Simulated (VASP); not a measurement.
# Co (P6_3/mmc) in VASP: further runs, part 2 of 2

VASP 6.6.1.

## (4) Single point, RPBE+D4, collinear spin, ferromagnetic start

This run uses another cell than the first one, of 10.64 Å³/atom.

INCAR

```
SYSTEM = Co
  PREC = Accurate
  ENCUT = 520
  EDIFF = 1E-7
  ISMEAR = -1
  SIGMA = 0.05
  LREAL = .FALSE.
  LASPH = .TRUE.
  NELM = 150
  ALGO = Normal
  ISIF = 2
  LWAVE = .FALSE.
  LCHARG = .FALSE.
  ISPIN = 2
  MAGMOM = 2 2
  LORBIT = 11
  LMAXMIX = 4
  GGA = RP
  IVDW = 13
  NBANDS = 20
```

KPOINTS

```
regular mesh
0
G
  12 12 7
  0 0 0
```

POSCAR

```
Co
1.0
    2.4719999032      0.0000000000      0.0000000000
   -1.2359999516      2.1408147143      0.0000000000
    0.0000000000      0.0000000000      4.0211440800
Co
2
Direct
    0.6666666667      0.3333333333      0.7500000000
    0.3333333333      0.6666666667      0.2500000000
```

Potentials or basis: VASP PAW PBE potentials, release 64 (Co).

Started as:

```sh
$ cat potpaw_PBE.64/Co/POTCAR > POTCAR
$ mpirun -np 1 vasp_std > vasp.out
```

OUTCAR:

```text
SYSTEM = Co
   PREC = Accurate
   ENCUT = 520
   EDIFF = 1E-7
   ISMEAR = -1
   LREAL = .FALSE.
   LASPH = .TRUE.
   NELM = 150
   ISIF = 2
   ISPIN = 2
   LORBIT = 11
   GGA = RP
   IVDW = 13

 ion  position               nearest neighbor table
   1  0.667  0.333  0.750-   2 2.47   2 2.47   2 2.47   2 2.47   2 2.47   2 2.47
   2  0.333  0.667  0.250-   1 2.47   1 2.47   1 2.47   1 2.47   1 2.47   1 2.47

  LATTYP: Found a hexagonal cell.
 ALAT       =     2.4719999032
 C/A-ratio  =     1.6266764715

  Lattice vectors:

 A1 = (   2.4719999032,   0.0000000000,   0.0000000000)
 A2 = (  -1.2359999516,   2.1408147143,   0.0000000000)
 A3 = (   0.0000000000,   0.0000000000,   4.0211440800)

Analysis of symmetry for initial positions (statically):
=====================================================================
 Subroutine PRICEL returns:
 Original cell was already a primitive cell.

 Routine SETGRP: Setting up the symmetry group for a
 hexagonal supercell.

 Subroutine GETGRP returns: Found 24 space group operations
 (whereof 12 operations were pure point group operations)
 out of a pool of 24 trial point group operations.

The static configuration has the point symmetry D_3d.
 The point group associated with its full space group is D_6h.

Analysis of symmetry for dynamics (positions and initial velocities):
=====================================================================
 Subroutine PRICEL returns:
 Original cell was already a primitive cell.

 Routine SETGRP: Setting up the symmetry group for a
 hexagonal supercell.

 Subroutine GETGRP returns: Found 24 space group operations
 (whereof 12 operations were pure point group operations)
 out of a pool of 24 trial point group operations.

The dynamic configuration has the point symmetry D_3d.
 The point group associated with its full space group is D_6h.

Analysis of structural, dynamic, and magnetic symmetry:
=====================================================================
 Subroutine PRICEL returns:
 Original cell was already a primitive cell.
[... 151 lines left out ...]
  ---------------------------------------------------
  free energy    TOTEN  =       -13.00255372 eV

  energy without entropy =      -12.98705628  energy(sigma->0) =      -12.99480500

 E-fermi :  10.6747     XC(G=0): -13.4098

 val. band max:       10.6671014610   @ k =   0.0000   0.0000   0.1429
 cond. band min:      10.6766889626   @ k =   0.2500   0.0000   0.0000
 fundamental gap:      0.0095875016
 Fermi energy:        10.6747088012

 spin component 1

 k-point     1 :       0.0000    0.0000    0.0000
  band No.  band energies     occupation
      1       1.6779      1.00000
      2       5.4389      1.00000
      3       7.9728      1.00000
      4       8.0283      1.00000
      5       8.0283      1.00000
      6       8.3414      1.00000
[... 541 lines left out ...]
     19      34.1770      0.00000
     20      35.8256      0.00000

 [... further k-points ...]

 spin component 2

 k-point     1 :       0.0000    0.0000    0.0000
  band No.  band energies     occupation
      1       1.6246      1.00000
      2       6.3842      1.00000
      3       9.6396      1.00000
      4       9.7061      1.00000
      5       9.7061      1.00000
      6      10.0752      0.99999
[... 541 lines left out ...]
     19      34.4965      0.00000
     20      36.1144      0.00000

 [... further k-points ...]

------------------------ aborting loop because EDIFF is reached ----------------------------------------

  DFT-D4 for vdW energy calculation

  Edisp (eV):   -1.70642

  FORCE on cell =-STRESS in cart. coord.  units (eV):
  Direction    XX          YY          ZZ          XY          YZ          ZX
  --------------------------------------------------------------------------------------
  -------------------------------------------------------------------------------------
  Total      -0.19261    -0.19261    -0.55938     0.00000    -0.00000     0.00000
  in kB     -14.50120   -14.50120   -42.11554     0.00000    -0.00000     0.00000
  external pressure =      -23.71 kB  Pullay stress =        0.00 kB

 VOLUME and BASIS-vectors are now :
 -----------------------------------------------------------------------------
  energy-cutoff  :      520.00
  volume of cell :       21.28
      direct lattice vectors                 reciprocal lattice vectors
     2.471999903  0.000000000  0.000000000     0.404530760  0.233555943  0.000000000
    -1.235999952  2.140814714  0.000000000     0.000000000  0.467111887  0.000000000
     0.000000000  0.000000000  4.021144080     0.000000000  0.000000000  0.248685444

 POSITION                                       TOTAL-FORCE (eV/Angst)
 -----------------------------------------------------------------------------------
      1.23600      0.71360      3.01586         0.000000      0.000000      0.000000
     -0.00000      1.42721      1.00529        -0.000000     -0.000000      0.000000
 -----------------------------------------------------------------------------------
    total drift:                                0.000000     -0.000000     -0.000000

  FREE ENERGIE OF THE ION-ELECTRON SYSTEM (eV)
  ---------------------------------------------------
  free  energy   TOTEN  =       -14.7089726775 eV

  energy  without entropy=      -14.6934752456  energy(sigma->0) =      -14.70122396

 total charge

# of ion       s       p       d       tot
------------------------------------------
    1        0.499   0.541   7.273   8.313
    2        0.499   0.541   7.273   8.313
--------------------------------------------------
tot          0.999   1.081  14.546  16.626

 magnetization (x)

# of ion       s       p       d       tot
------------------------------------------
    1       -0.016  -0.058   1.706   1.631
    2       -0.016  -0.058   1.706   1.631
--------------------------------------------------
tot         -0.032  -0.117   3.411   3.263
```

stdout:

```text
POSCAR found type information on POSCAR Co
 POSCAR found :  1 types and       2 ions
 scaLAPACK will be used
 -----------------------------------------------------------------------------
|                                                                             |
|                                                                             |
|     You enforced a specific xc type in the INCAR file but a different       |
|     I HOPE YOU KNOW WHAT YOU ARE DOING!                                     |
|                                                                             |
 -----------------------------------------------------------------------------

 LDA part: xc-table for (Slater+PW92), standard interpolation
 POSCAR, INCAR and KPOINTS ok, starting setup
 FFT: planning ... GRIDC
 FFT: planning ... GRID_SOFT
 FFT: planning ... GRID
 WAVECAR not read
 entering main loop
```

Wall time 83 s (1 thread of Intel Xeon 8259CL, shared host); peak memory 0.17 GiB.

Results:

| Item | Value |
| --- | --- |
| Free energy | -14.7090 eV |
| Pressure | -2.4 GPa |
| Net moment | 3.23 μB per cell |
| Site moments | Co +1.63 μB |
| Valence electrons inside the program's atomic spheres | Co 8.31 |
| Dispersion energy per atom | -0.853 eV |

Levels at points of the mesh, in eV from the Fermi level:
Spin up:
```
           k point  band 9  band 10  band 11  band 12  band 13  band 14
(0.00, 0.00, 0.00)   -1.96    -0.85    -0.85    -0.14     6.45    22.21
(0.50, 0.00, 0.00)   -0.63    -0.55     1.35     3.43     9.82    10.52
```
Spin down:
```
           k point  band 5  band 6  band 7  band 8  band 9  band 10
(0.00, 0.00, 0.00)   -0.97   -0.60   -0.60   -0.26   -0.14    -0.14
(0.50, 0.00, 0.00)   -1.11   -1.07   -0.65    1.24    1.34     1.40
```

Caveat: the PAW data sets were made with another functional, which shifts forces and pressure a little.

## (5) Single point, PBE0, collinear spin, ferromagnetic start

This run uses another cell than the first one, of 10.85 Å³/atom.

POSCAR

```
Co
1.0
    2.4883712406      0.0000000000      0.0000000000
   -1.2441856203      2.1549927084      0.0000000000
    0.0000000000      0.0000000000      4.0477749493
Co
2
Direct
    0.6666666667      0.3333333333      0.7500000000
    0.3333333333      0.6666666667      0.2500000000
```

INCAR.step1

```
ALGO     = Normal         # electronic algorithm
EDIFF    = 1E-5           # SCF threshold, eV
ENCUT    = 520            # plane-wave cutoff, eV
GGA      = PE             # functional
ISIF     = 2              # what is computed and relaxed
ISMEAR   = -1             # smearing method
ISPIN    = 2              # spin polarisation
LASPH    = T              # aspherical terms in the spheres
LCHARG   = F              # write CHGCAR
LMAXMIX  = 4              # l up to which the mixer works
LORBIT   = 11             # projections on sites
LREAL    = F              # projectors in reciprocal space
LWAVE    = T              # write WAVECAR
MAGMOM   = 2 2            # initial moments
NBANDS   = 20             # bands
NELM     = 150            # most SCF steps
PREC     = Accurate       # precision mode
SIGMA    = 0.05           # smearing width, eV
```

INCAR.step2

```
AEXX     = 0.25           # exact-exchange fraction
ALGO     = Normal         # electronic algorithm
EDIFF    = 1E-7           # SCF threshold, eV
ENCUT    = 520            # plane-wave cutoff, eV
GGA      = PE             # functional
ISIF     = 2              # what is computed and relaxed
ISMEAR   = -1             # smearing method
ISPIN    = 2              # spin polarisation
ISTART   = 1            
LASPH    = T              # aspherical terms in the spheres
LCHARG   = F              # write CHGCAR
LHFCALC  = T              # exact exchange
LMAXMIX  = 4              # l up to which the mixer works
LORBIT   = 11             # projections on sites
LREAL    = F              # projectors in reciprocal space
LWAVE    = F              # write WAVECAR
MAGMOM   = 2 2            # initial moments
NBANDS   = 20             # bands
NELM     = 150            # most SCF steps
PREC     = Accurate       # precision mode
PRECFOCK = Normal       
SIGMA    = 0.05           # smearing width, eV
```

KPOINTS

```
k-points
0
Gamma
  6 6 4
```

Started as:

```sh
$ cat potpaw_PBE.64/Co/POTCAR > POTCAR
$ cp INCAR.step1 INCAR
$ mpirun -np 1 vasp_std > vasp.out
$ cp INCAR.step2 INCAR
$ mpirun -np 1 vasp_std > vasp.out
```

Run time: 88 min. Hardware: 1 thread of Intel Xeon 6975P-C (Granite Rapids), shared host; peak memory 0.16 GiB.

The run converged. Its results:

```
Free energy                                           : -19.7987 eV
Pressure                                              : -4.5 GPa
Net moment                                            : 3.54 μB per cell
Site moments                                          : Co +1.84 μB
Valence electrons inside the program's atomic spheres : Co 8.30
```

Stress tensor (GPa, compression positive):
```
-8.82  0.00  0.00
 0.00 -8.82  0.00
 0.00  0.00  3.99
```

Levels at points of the mesh, in eV from the Fermi level:
Spin up:
```tsv
k point	band 7	band 8	band 9	band 10	band 11	band 12	band 13	band 14	band 15	band 16
(0.00, 0.00, 0.00)	-5.64	-5.47	-5.47	-4.31	-4.31	-0.98	6.40	23.24	26.03	26.03
(0.50, 0.00, 0.00)	-5.11	-4.13	-3.91	-3.80	0.73	3.21	10.28	11.16	13.27	14.90
(0.00, 0.00, 0.50)	-5.93	-5.93	-4.65	-4.65	-4.65	-4.65	15.80	15.80	24.00	24.00
(0.50, 0.00, 0.50)	-4.18	-4.18	-3.84	-3.84	1.62	1.62	7.58	7.58	19.56	19.56
```
Spin down:
| k point | band 3 | band 4 | band 5 | band 6 | band 7 | band 8 | band 9 | band 10 | band 11 | band 12 |
| --- | --- | --- | --- | --- | --- | --- | --- | --- | --- | --- |
| (0.00, 0.00, 0.00) | -2.45 | -2.09 | -2.09 | -1.90 | -1.71 | -1.71 | 0.37 | 0.37 | 2.19 | 2.19 |
| (0.50, 0.00, 0.00) | -4.69 | -3.56 | -1.89 | -1.88 | -1.86 | 1.94 | 2.10 | 2.54 | 3.03 | 4.89 |
| (0.00, 0.00, 0.50) | -3.12 | -3.12 | -2.20 | -2.20 | -2.20 | -2.20 | 1.73 | 1.73 | 1.73 | 1.73 |
| (0.50, 0.00, 0.50) | -3.93 | -3.93 | -0.94 | -0.94 | 0.54 | 0.54 | 2.03 | 2.03 | 2.63 | 2.63 |

Caveat: the k points lie up to 0.49 Å⁻¹ apart; the PAW data sets were made with another functional, which shifts forces and pressure a little.

## (6) Single point, PBE, collinear spin, ferromagnetic start

This run uses another cell than the first one, of 10.64 Å³/atom.

INCAR

```
SYSTEM = Co
ALGO = Normal
EDIFF = 1E-6
ENCUT = 520
GGA = PE
ISIF = 2
ISMEAR = -1
ISPIN = 2
LASPH = .True.
LCHARG = .False.
LMAXMIX = 4
LORBIT = 11
LREAL = .False.
LWAVE = .False.
MAGMOM = 2 2
NBANDS = 20
NELM = 150
PREC = Accurate
SIGMA = 0.05
```

KPOINTS

```
k-points
0
Gamma
  12 12 7
  0 0 0
```

POSCAR

```
Co
1.0
    2.4719999032      0.0000000000      0.0000000000
   -1.2359999516      2.1408147143      0.0000000000
    0.0000000000      0.0000000000      4.0211440800
Co
2
Direct
    0.6666666667      0.3333333333      0.7500000000
    0.3333333333      0.6666666667      0.2500000000
```

Potentials or basis: VASP PAW PBE potentials, release 64 (Co).

Started as:

```sh
$ cat potpaw_PBE.64/Co/POTCAR > POTCAR
$ mpirun -np 1 vasp_std > vasp.out
```

Wall time 23 s (1 thread of AMD EPYC 9R45 (Zen 5), shared host); peak memory 0.13 GiB.

It converged, with:

```
Free energy                                           : -14.0685 eV
Pressure                                              : 3.8 GPa
Net moment                                            : 3.19 μB per cell
Site moments                                          : Co +1.61 μB
Valence electrons inside the program's atomic spheres : Co 8.31
```

Stress tensor (GPa, compression positive):
```
4.75 0.00 0.00
0.00 4.75 0.00
0.00 0.00 1.96
```

Levels at points of the mesh, in eV from the Fermi level:
Spin up:
| k point | band 9 | band 10 | band 11 | band 12 | band 13 | band 14 |
| --- | --- | --- | --- | --- | --- | --- |
| (0.00, 0.00, 0.00) | -1.91 | -0.80 | -0.80 | -0.14 | 6.45 | 22.22 |
| (0.50, 0.00, 0.00) | -0.58 | -0.50 | 1.38 | 3.44 | 9.81 | 10.49 |
Spin down:
| k point | band 4 | band 5 | band 6 | band 7 | band 8 | band 9 | band 10 | band 11 |
| --- | --- | --- | --- | --- | --- | --- | --- | --- |
| (0.00, 0.00, 0.00) | -0.98 | -0.98 | -0.61 | -0.61 | -0.20 | -0.16 | -0.16 | 1.07 |
| (0.50, 0.00, 0.00) | -1.86 | -1.12 | -1.08 | -0.65 | 1.22 | 1.33 | 1.39 | 2.60 |

Caveat: the cell stands under pressure.

## (7) The runs side by side

```tsv
level	cell	k mesh	grid for exact exchange (PRECFOCK)	share of exact exchange	gap on the mesh (eV)	pressure (GPa)	moment (μB)
BLYP+D4	a = 2.455, b = 2.455, c = 3.994 Å, angles 90.0, 90.0, 120.0°, 2 atoms	12 × 12 × 7	-	-	none	5.4	3.05
PBE exchange alone	a = 2.455, b = 2.455, c = 3.994 Å, angles 90.0, 90.0, 120.0°, 2 atoms	12 × 12 × 7	-	-	none	38.4	3.27
RPBE+D4	a = 2.472, b = 2.472, c = 4.021 Å, angles 90.0, 90.0, 120.0°, 2 atoms	12 × 12 × 7	-	-	none	-2.4	3.23
PBE0	a = 2.488, b = 2.488, c = 4.048 Å, angles 90.0, 90.0, 120.0°, 2 atoms	6 × 6 × 4	Normal	0.25	none	-4.5	3.54
PBE	a = 2.472, b = 2.472, c = 4.021 Å, angles 90.0, 90.0, 120.0°, 2 atoms	12 × 12 × 7	-	-	none	3.8	3.19
```

Alike in all rows: task single point; potentials or basis VASP PAW PBE potentials, release 64 (Co); spin collinear, ferromagnetic start; cutoff (eV) 520; smearing fermi-dirac 0.05 eV.

Caveats: some runs use coarse meshes; the cell stands under pressure (at least some runs); the PAW data sets were made with another functional, which shifts forces and pressure a little (at least some runs).

Absolute energies hang on the potentials; compare differences alone.
